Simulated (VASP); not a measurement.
# TlS2 (P4/mmm) in VASP: a series of runs

Runs on TlS2. Level: PBE. Tasks: single point, relaxation of cell and atoms.

Program: VASP 6.6.1. These are calculated values, not measurements. Logs are shortened: lines on timing, memory, paths and dates and some standing lists are left out, and cuts for length are marked.

## 1. The cell of the first run

Symmetry: P4/mmm, No. 123, tetragonal system. The conventional cell has a = 3.327 Å, b = 3.327 Å, c = 3.996 Å, α = 90.00°, β = 90.00°, γ = 90.00°. Within 3.4 Å of Tl (site symmetry 4/mmm) lie 8 S at 2.60 Å and 4 Tl at 3.33 Å. Within 3.1 Å of S (site symmetry mmm) lie 4 S at 2.35 Å and 4 Tl at 2.60 Å.

## 2. Single point, PBE

INCAR

```
SYSTEM = TlS2
PREC = Accurate
ENCUT = 520
EDIFF = 1E-6
ISMEAR = 0
SIGMA = 0.1
LREAL = .False.
LASPH = .True.
NELM = 80
ALGO = Fast
ISIF = 2
LWAVE = .False.
LCHARG = .False.
GGA = PE
NBANDS = 20
```

KPOINTS

```
regular mesh
0
Gamma
  6 6 4
  0 0 0
```

POSCAR

```
TlS2
1.0
    3.3271732300      0.0000000000      0.0000000000
    0.0000000000      3.3271732300      0.0000000000
    0.0000000000      0.0000000000      3.9962380200
Tl S
1 2
Direct
    0.5000000000      0.5000000000      0.5000000000
    0.0000000000      0.5000000000      0.0000000000
    0.5000000000      0.0000000000      0.0000000000
```

Potentials or basis: VASP PAW PBE potentials, release 64 (Tl_d, S).

Run with:

```console
$ cat potpaw_PBE.64/Tl_d/POTCAR potpaw_PBE.64/S/POTCAR > POTCAR
$ mpirun -np 1 vasp_std > vasp.out
```

OUTCAR:

```text
SYSTEM = TlS2
   PREC = Accurate
   ENCUT = 520
   EDIFF = 1E-6
   ISMEAR = 0
   LREAL = .False.
   LASPH = .True.
   NELM = 80
   ISIF = 2
   GGA = PE

 ion  position               nearest neighbor table
   1  0.500  0.500  0.500-   2 2.60   3 2.60   2 2.60   3 2.60   3 2.60   3 2.60   2 2.60   2 2.60

   2  0.000  0.500  0.000-   3 2.35   3 2.35   3 2.35   3 2.35   1 2.60   1 2.60   1 2.60   1 2.60

   3  0.500  0.000  0.000-   2 2.35   2 2.35   2 2.35   2 2.35   1 2.60   1 2.60   1 2.60   1 2.60

  LATTYP: Found a simple tetragonal cell.
 ALAT       =     3.3271732300
 C/A-ratio  =     1.2010910595

  Lattice vectors:

 A1 = (   3.3271732300,   0.0000000000,   0.0000000000)
 A2 = (   0.0000000000,   3.3271732300,   0.0000000000)
 A3 = (   0.0000000000,   0.0000000000,   3.9962380200)

Analysis of symmetry for initial positions (statically):
=====================================================================
 Subroutine PRICEL returns:
 Original cell was already a primitive cell.

 Routine SETGRP: Setting up the symmetry group for a
 simple tetragonal supercell.

 Subroutine GETGRP returns: Found 16 space group operations
 (whereof 16 operations were pure point group operations)
 out of a pool of 16 trial point group operations.

The static configuration has the point symmetry D_4h.

Analysis of symmetry for dynamics (positions and initial velocities):
=====================================================================
 Subroutine PRICEL returns:
 Original cell was already a primitive cell.

 Routine SETGRP: Setting up the symmetry group for a
 simple tetragonal supercell.

 Subroutine GETGRP returns: Found 16 space group operations
 (whereof 16 operations were pure point group operations)
 out of a pool of 16 trial point group operations.

The dynamic configuration has the point symmetry D_4h.

 Subroutine INISYM returns: Found 16 space group operations
 (whereof 16 operations are pure point group operations),
 and found     1 'primitive' translations

----------------------------------------------------------------------------------------

                                     Primitive cell

  volume of cell :      44.2387

  direct lattice vectors                    reciprocal lattice vectors
     3.327173230  0.000000000  0.000000000     0.300555436  0.000000000  0.000000000
     0.000000000  3.327173230  0.000000000     0.000000000  0.300555436  0.000000000
     0.000000000  0.000000000  3.996238020     0.000000000  0.000000000  0.250235345

  length of vectors
     3.327173230  3.327173230  3.996238020     0.300555436  0.300555436  0.250235345

  position of ions in fractional coordinates (direct lattice)
     0.500000000  0.500000000  0.500000000
     0.000000000  0.500000000  0.000000000
     0.500000000  0.000000000  0.000000000

  ion indices of the primitive-cell ions
   primitive index   ion index
                 1           1
                 2           2
                 3           3

----------------------------------------------------------------------------------------

 KPOINTS: regular mesh

Automatic generation of k-mesh.
 Grid dimensions read from file:
 generate k-points for:    6    6    4

 Generating k-lattice:

  Cartesian coordinates                     Fractional coordinates (reciprocal lattice)
     0.050092573  0.000000000  0.000000000     0.166666667  0.000000000  0.000000000
     0.000000000  0.050092573  0.000000000     0.000000000  0.166666667  0.000000000
     0.000000000  0.000000000  0.062558836     0.000000000  0.000000000  0.250000000

  Length of vectors
     0.050092573  0.050092573  0.062558836

  Shift w.r.t. Gamma in fractional coordinates (k-lattice)
     0.000000000  0.000000000  0.000000000

 Subroutine IBZKPT returns following result:
 ===========================================

 Found     30 irreducible k-points:

 Following reciprocal coordinates:
            Coordinates               Weight
  0.000000  0.000000  0.000000      1.000000
  0.166667  0.000000  0.000000      4.000000
  0.333333  0.000000  0.000000      4.000000
  0.500000  0.000000  0.000000      2.000000
  0.166667  0.166667  0.000000      4.000000
  0.333333  0.166667  0.000000      8.000000
[... 16 lines left out ...]
  0.333333  0.000000  0.500000      4.000000
  0.500000  0.000000  0.500000      2.000000
 [... further k-points ...]
   k-points           NKPTS =     30   k-points in BZ     NKDIM =     30   number of bands    NBANDS=     20
   number of dos      NEDOS =    301   number of ions     NIONS =      3
   total plane-waves  NPLWV =  23520
   dimension x,y,z NGX =    28 NGY =   28 NGZ =   30
   dimension x,y,z NGXF=    56 NGYF=   56 NGZF=   60
   ions per type =               1   2
   NGX,Y,Z   is equivalent  to a cutoff of  13.99, 13.99, 12.48 a.u.
   NGXF,Y,Z  is equivalent  to a cutoff of  27.98, 27.98, 24.96 a.u.
 SYSTEM =  TlS2
   PREC   = accura    normal or accurate (medium, high low for compatibility)
   ISTART =      0    job   : 0-new  1-cont  2-samecut
   ICHARG =      2    charge: 1-file 2-atom 10-const
   ISPIN  =      1    spin polarized calculation?
   LNONCOLLINEAR =      F non collinear calculations
   LSORBIT =      F    spin-orbit coupling
   LASPH  =      T    aspherical Exc in radial PAW
   ENCUT  =  520.0 eV  38.22 Ry    6.18 a.u.   6.19  6.19  7.43*2*pi/ulx,y,z
   NELM   =     80;   NELMIN=  2; NELMDL= -5     # of ELM steps
   EDIFF  = 0.1E-05   stopping-criterion for ELM
   LREAL  =      F    real-space projection
   EDIFFG = 0.1E-04   stopping-criterion for IOM
   NSW    =      0    number of steps for IOM
   IBRION =     -1    ionic relax: 0-MD 1-quasi-New 2-CG
   NFREE  =      0    steps in history (QN), initial steepest desc. (CG)
   ISIF   =      2    stress and relaxation
   ISYM   =      2    0-nonsym 1-usesym 2-fastsym
   POTIM  = 0.5000    time-step for ionic-motion
   TEBEG  =    0.0;   TEEND  =   0.0 temperature during run
   PSTRESS=    0.0 pullay stress
   NELECT =      25.0000    total number of electrons
   NUPDOWN=      -1.0000    fix difference up-down
   EMIN   =  10.00;   EMAX   =-10.00  energy-range for DOS
   EFERMI =   0.00;   METHOD = LEGACY
   ISMEAR =     0;   SIGMA  =   0.10  broadening in eV -4-tet -1-fermi 0-gaus
   EFERMI_NEDOS =   21; number of points for ismear=-14 and -15
   IALGO  =     68    algorithm
   IMIX   =      4    mixing-type and parameters
     AMIX     =   0.40;   BMIX     =  1.00
     AMIX_MAG =   1.60;   BMIX_MAG =  1.00
  volume/ion in A,a.u.               =      14.75        99.51
  Fermi-wavevector in a.u.,A,eV,Ry     =   1.353487  2.557720 24.924883  1.831927
  Thomas-Fermi vector in A             =   2.480738
   LORBIT       =      0    0 simple, 1 ext, 2 COOP (PROOUT), +10 PAW based schemes
   GGA     = PE    functional components
   LHFCALC =     F    Hartree Fock is set to
   AEXX    =    0.0000 exact exchange contribution
   IVDW    =     0    specifies the selected vdW correction
   LEPSILON=     F    determine dielectric tensor
   LRPA    =     F    only Hartree local field effects (RPA)
 non-spin polarized calculation
 RMM-DIIS sequential band-by-band and
 Gauss-broadening in eV      SIGMA  =   0.10
  energy-cutoff  :      520.00
  volume of cell :       44.24
 maximum number of plane-waves:      1215
 NGX is ok and might be reduce to    28
   NGX = 13   NGY = 13   NGZ = 15

 number of electron      25.0000005 magnetization

 Free energy of the ion-electron system (eV)
  ---------------------------------------------------
  ext. energy  EPLUGINS =         0.00000000
  ---------------------------------------------------
  free energy    TOTEN  =        -5.67892629 eV

  energy without entropy =       -5.67222445  energy(sigma->0) =       -5.67557537

 E-fermi :  12.0227     XC(G=0): -12.0515

 val. band max:       11.9460408857   @ k =   0.3333   0.0000   0.2500
 cond. band min:      12.0559801440   @ k =   0.5000   0.1667   0.2500
 fundamental gap:      0.1099392582
 Fermi energy:        12.0227045250

 k-point     1 :       0.0000    0.0000    0.0000
  band No.  band energies     occupation
      1      -7.6678      2.00000
      2      -1.2830      2.00000
      3      -0.5205      2.00000
      4      -0.2123      2.00000
      5      -0.2123      2.00000
      6       0.2069      2.00000
[... 12 lines left out ...]
     19      20.5328      0.00000
     20      20.5328      0.00000

 k-point     2 :       0.1667    0.0000    0.0000
  band No.  band energies     occupation
      1      -7.3332      2.00000
      2      -1.3921      2.00000
      3      -0.5272      2.00000
      4      -0.4413      2.00000
      5      -0.2013      2.00000
      6       0.1321      2.00000
[... 12 lines left out ...]
     19      20.7519      0.00000
     20      21.4763      0.00000

 k-point     3 :       0.3333    0.0000    0.0000
  band No.  band energies     occupation
      1      -6.3619      2.00000
      2      -2.6068      2.00000
      3      -0.8152      2.00000
      4      -0.6728      2.00000
      5      -0.1792      2.00000
      6      -0.0084      2.00000
[... 12 lines left out ...]
     19      22.0747      0.00000
     20      22.8584      0.00000

 k-point     4 :       0.5000    0.0000    0.0000
  band No.  band energies     occupation
      1      -5.2229      2.00000
      2      -4.1231      2.00000
      3      -0.9745      2.00000
      4      -0.6842      2.00000
      5      -0.1681      2.00000
      6      -0.0749      2.00000
[... 12 lines left out ...]
     19      22.3570      0.00000
     20      22.8391      0.00000

 k-point     5 :       0.1667    0.1667    0.0000
  band No.  band energies     occupation
      1      -7.0003      2.00000
      2      -1.4437      2.00000
      3      -0.5081      2.00000
      4      -0.4630      2.00000
      5      -0.3816      2.00000
      6       0.0550      2.00000
[... 12 lines left out ...]
     19      21.1343      0.00000
     20      22.3101      0.00000

 k-point     6 :       0.3333    0.1667    0.0000
  band No.  band energies     occupation
      1      -6.0346      2.00000
      2      -2.4295      2.00000
      3      -0.7927      2.00000
      4      -0.6195      2.00000
      5      -0.3831      2.00000
      6      -0.0980      2.00000
[... 12 lines left out ...]
     19      19.9549      0.00000
     20      22.9571      0.00000

 k-point     7 :       0.5000    0.1667    0.0000
  band No.  band energies     occupation
      1      -4.8896      2.00000
      2      -3.8816      2.00000
      3      -0.9481      2.00000
      4      -0.5970      2.00000
      5      -0.3686      2.00000
      6      -0.1900      2.00000
[... 12 lines left out ...]
     19      21.9843      0.00000
     20      23.5068      0.00000
[... 277 lines left out ...]
 k-point    20 :       0.5000    0.5000    0.2500
  band No.  band energies     occupation
      1      -3.3520      2.00000
      2      -3.3520      2.00000
      3      -1.3570      2.00000
      4      -0.5919      2.00000
      5       0.2486      2.00000
      6       0.2486      2.00000
[... 12 lines left out ...]
     19      21.4668      0.00000
     20      24.2262      0.00000

 k-point    21 :       0.0000    0.0000    0.5000
  band No.  band energies     occupation
      1      -6.9819      2.00000
      2      -0.8490      2.00000
      3      -0.6482      2.00000
      4      -0.6482      2.00000
      5      -0.3927      2.00000
      6      -0.2480      2.00000
[... 12 lines left out ...]
     19      18.5921      0.00000
     20      21.1011      0.00000

 k-point    22 :       0.1667    0.0000    0.5000
  band No.  band energies     occupation
      1      -6.6879      2.00000
      2      -1.2692      2.00000
      3      -0.7609      2.00000
      4      -0.6064      2.00000
      5      -0.3553      2.00000
      6       0.1573      2.00000
[... 12 lines left out ...]
     19      21.3012      0.00000
     20      22.5952      0.00000

 k-point    23 :       0.3333    0.0000    0.5000
  band No.  band energies     occupation
      1      -5.8279      2.00000
      2      -2.7725      2.00000
      3      -0.6555      2.00000
      4      -0.5218      2.00000
      5      -0.2754      2.00000
      6       0.0354      2.00000
[... 12 lines left out ...]
     19      21.9389      0.00000
     20      22.6940      0.00000

 k-point    24 :       0.5000    0.0000    0.5000
  band No.  band energies     occupation
      1      -4.6470      2.00000
      2      -4.2592      2.00000
      3      -0.6151      2.00000
      4      -0.4792      2.00000
      5      -0.2321      2.00000
      6      -0.0239      2.00000
[... 12 lines left out ...]
     19      21.3494      0.00000
     20      22.1344      0.00000

 [... further k-points ...]
[... 5 lines left out ...]
  --------------------------------------------------------------------------------------
  -------------------------------------------------------------------------------------
  Total       15.9696833     15.9696833     25.8016013      0.0000000      0.0000000      0.0000000
  in kB      578.3686062    578.3686062    934.4478502      0.0000000      0.0000000      0.0000000
  external PRESSURE =     697.0616875 kB  Pullay stress =       0.0000000 kB

 VOLUME and BASIS-vectors are now :
 -----------------------------------------------------------------------------
  energy-cutoff  :      520.00
  volume of cell :       44.24
      direct lattice vectors                 reciprocal lattice vectors
     3.327173230  0.000000000  0.000000000     0.300555436  0.000000000  0.000000000
     0.000000000  3.327173230  0.000000000     0.000000000  0.300555436  0.000000000
     0.000000000  0.000000000  3.996238020     0.000000000  0.000000000  0.250235345

 POSITION                                       TOTAL-FORCE (eV/Angst)
 -----------------------------------------------------------------------------------
      1.66359      1.66359      1.99812         0.000000      0.000000      0.000000
      0.00000      1.66359      0.00000         0.000000      0.000000      0.000000
      1.66359      0.00000      0.00000         0.000000      0.000000      0.000000
 -----------------------------------------------------------------------------------
    total drift:                                0.000000      0.000000      0.000000

  FREE ENERGIE OF THE ION-ELECTRON SYSTEM (eV)
  ---------------------------------------------------
  free  energy   TOTEN  =        -5.6789262940 eV

  energy  without entropy=       -5.6722244458  energy(sigma->0) =       -5.67557537
```

It took 34 s on 1 thread of Oxide Virtual Turin-like, shared host; peak memory 0.13 GiB.

What came out:

```
Free energy            : -5.6789 eV
Pressure               : 69.7 GPa
Band gap on the k mesh : zero (an odd number of electrons rules out a gap without spin polarisation)
```

Stress tensor (GPa, compression positive):
```
57.84  0.00  0.00
 0.00 57.84  0.00
 0.00  0.00 93.44
```

Caveat: the k points lie up to 0.39 Å⁻¹ apart, too coarse for converged energies and pressures of a metal; spin-orbit coupling is left out, which moves the levels of the heavy elements.

(Continued in part 2 of 2.)

The gap in the log of VASP goes by the Fermi energy; the results here count the filled bands.